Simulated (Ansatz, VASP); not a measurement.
**One calculation of MgO, two programs**

Contents of INCAR:

```
SYSTEM = MgO
PREC = Accurate
ENCUT = 520
EDIFF = 1E-6
ISMEAR = 0
SIGMA = 0.05
LREAL = .False.
LASPH = .True.
NELM = 60
ALGO = Normal
ISIF = 2
LWAVE = .False.
LCHARG = .True.
GGA = PE
LELF = .True.
LVHAR = .True.
NBANDS = 26
```

File KPOINTS:

```
Automatic mesh
0
Gamma
  9 9 2
  0 0 0
```

POSCAR

```
MgO
1.0
    3.2805263433      0.0000000000      0.0000000000
   -1.6402631717      2.8410191511      0.0000000000
    0.0000000000      0.0000000000     10.5138967343
Mg O
4 4
Direct
    0.3191613787      0.7053851667      0.9694906392
    0.0098811819     -0.0269958911      0.2208211786
   -0.0098811819      0.0269958911      0.7208211786
    0.6808386213      0.2946148333      0.4694906392
    0.3226446092      0.6958688040      0.7800420079
    0.0129646105     -0.0354199746      0.5296443544
   -0.0129646105      0.0354199746      0.0296443544
    0.6773553908      0.3041311960      0.2800420079
```

Input for Ansatz:

```yaml
crystal:
  lattice:
    - [3.2805263433, 0.0, 0.0]
    - [-1.6402631717, 2.8410191511, 0.0]
    - [0.0, 0.0, 10.5138967343]
  atoms:
    - { symbol: Mg, position: [0.3191613787, 0.7053851667, 0.9694906392] }
    - { symbol: Mg, position: [0.0098811819, -0.0269958911, 0.2208211786] }
    - { symbol: Mg, position: [-0.0098811819, 0.0269958911, 0.7208211786] }
    - { symbol: Mg, position: [0.6808386213, 0.2946148333, 0.4694906392] }
    - { symbol: O, position: [0.3226446092, 0.695868804, 0.7800420079] }
    - { symbol: O, position: [0.0129646105, -0.0354199746, 0.5296443544] }
    - { symbol: O, position: [-0.0129646105, 0.0354199746, 0.0296443544] }
    - { symbol: O, position: [0.6773553908, 0.304131196, 0.2800420079] }
basis:
  ecutwfc: 520.0
kpoints:
  mp_grid: { grid: [9, 9, 2] }
hamiltonian:
  xc: pbe
  pseudopotentials: { kind: paw, azcp: { folder: soft_1 } }
scf:
  occupations: { method: gaussian, width: 0.05 }
output:
  forces: true
  stress: true
  eigenvalues: true
```

Change from the starting cell: mode 4 frozen in at -0.110 Å and mode 5 at +0.110 Å (largest displacements).

Alike in both runs: task single point; functional PBE; k mesh 9 × 9 × 2; occupations gaussian, width 0.05 eV; no spin polarisation.

|  | VASP | Ansatz |
| --- | --- | --- |
| version | VASP 6.6.1 | Ansatz 0.2.0 |
| potentials or method | VASP PAW PBE potentials, release 64 (Mg, O), cutoff 520 eV | scalar-relativistic, plane waves, PAW |
| valence electrons in the cell | 32 | 64 |

```tsv
	VASP	Ansatz	Ansatz less VASP
gap on the k mesh at the Fermi level (eV)	3.36	3.38	+0.019
least direct gap on the mesh (eV)	3.36	3.38	+0.019
pressure (GPa)	-0.6	-0.2	+0.43
traceless stress, the component that is largest in VASP (GPa)	-1.15	-1.13	+0.020
rms of the force components (eV/Å)	0.088	0.086	-0.0012
```

Atom by atom the forces differ by 0.001 eV/Å (rms over components). The functional is the same, so the differences come from potentials, cutoffs and numerics. VASP's potentials hold 32 valence electrons a cell and Ansatz's 64, so a difference there can come from the potentials and not from the codes.
